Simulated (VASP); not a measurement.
W: single point with r2SCAN

Crystal: W.

```
W
1.0
    -1.84395    1.84395    1.19857
     1.84395   -1.84395    1.19857
     1.84395    1.84395   -1.19857
W
1
Direct
  0.00000 0.00000 0.00000
```

This cell differs from its parent crystal: ratio of the length along z to the lengths across it x 0.65, volume and fractional coordinates fixed.

```
Program                : VASP 6.6.1
Task                   : single point
Functional             : r2SCAN
Potentials or basis    : VASP PAW PBE potentials, release 64 (W_sv)
Cutoff                 : 520 eV
k mesh                 : 24 × 24 × 24
Occupations            : gaussian, width 0.15 eV
Spin                   : no spin polarisation
Dipole correction      : no
Further INCAR settings : ALGO = Normal; EDIFF = 1e-06; NBANDS = 13
```

```json
{"Pressure": "22.8 GPa", "Band gap on the k mesh": "zero (band 7 reaches 15.52 eV, above the bottom of band 8 at 8.97 eV)"}
```

Stress tensor (GPa, compression positive):
```
-7.86  0.00  0.00
 0.00 -7.86  0.00
 0.00  0.00 84.11
```

Levels at points of the mesh, in eV from the Fermi level:
```tsv
k point	band 5	band 6	band 7	band 8	band 9	band 10
(0.00, 0.00, 0.00)	-9.95	-4.41	-3.34	3.16	3.16	3.96
(0.50, 0.00, 0.00)	-6.31	-5.06	1.72	2.66	4.04	5.78
(0.50, 0.50, 0.00)	-6.88	-3.18	-1.59	0.84	2.45	6.46
(0.50, 0.50, 0.50)	-6.24	-6.19	4.47	4.47	5.58	6.09
```

It took 7.3 min on 1 thread of Intel Xeon 6975P-C, on a shared host, peak memory 0.33 GiB.

Caveat: the PAW data sets were made with another functional, which shifts forces and pressure a little; spin-orbit coupling is left out, which moves the levels of the heavy elements.
